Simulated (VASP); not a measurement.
Ni:

```
Ni
1.0
     0.00000    1.73942    1.73942
     1.73942    0.00000    1.73942
     1.73942    1.73942    0.00000
Ni
1
Direct
  0.00000 0.00000 0.00000
```

Base run:

| Quantity | Value |
| --- | --- |
| Program | VASP 6.6.1 |
| Functional | r2SCAN |
| Potentials or basis | VASP PAW PBE potentials, release 64 (Ni) |
| Cutoff | 520 eV |
| k mesh | 20 × 20 × 20 |
| Occupations | gaussian, width 0.05 eV |
| Spin | collinear spin, ferromagnetic start |
| Starting moments | [0.5] μB |

Its results: pressure 0.2 GPa.

**Question.** The run is repeated on the same cell with these changes: spin from collinear spin, ferromagnetic start to no spin polarisation; further incar settings from ALGO = Normal; EDIFF = 1e-07; NBANDS = 15 to ALGO = Normal; EDIFF = 1e-06; NBANDS = 11. What comes out?

**Answer.** Pressure -2.4 GPa.

Caveats: the PAW data sets were made with another functional, which shifts forces and pressure a little.
